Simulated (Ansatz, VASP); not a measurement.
# BeS: VASP beside Ansatz

```
Be S
1.0
     0.00000    2.42000    2.42000
     2.42000    0.00000    2.42000
     2.42000    2.42000    0.00000
Be S
1 1
Cartesian
  0.0000 0.0000 0.0000
  1.2100 1.2100 1.2100
```

Alike in both runs: task single point; functional PBE; k mesh 6 × 6 × 6; occupations gaussian, width 0.1 eV; no spin polarisation.

|  | VASP | Ansatz |
| --- | --- | --- |
| version | VASP 6.6.1 | Ansatz 0.2.0 |
| potentials or method | VASP PAW PBE potentials, release 64 (Be, S), cutoff 600 eV | scalar-relativistic, plane waves, PAW |
| valence electrons in the cell | 8 | 8 |

Ansatz gave:

```
gap on the k mesh at the Fermi level (eV) : 3.10
least direct gap on the mesh (eV)         : 5.65
pressure (GPa)                            : 2.2
```

Task: Estimate VASP's values.

Result: gap on the k mesh at the Fermi level (eV): 3.10; least direct gap on the mesh (eV): 5.67; pressure (GPa): 2.2.

With one functional, cell and mesh, what is left measures potentials, basis and numerics.
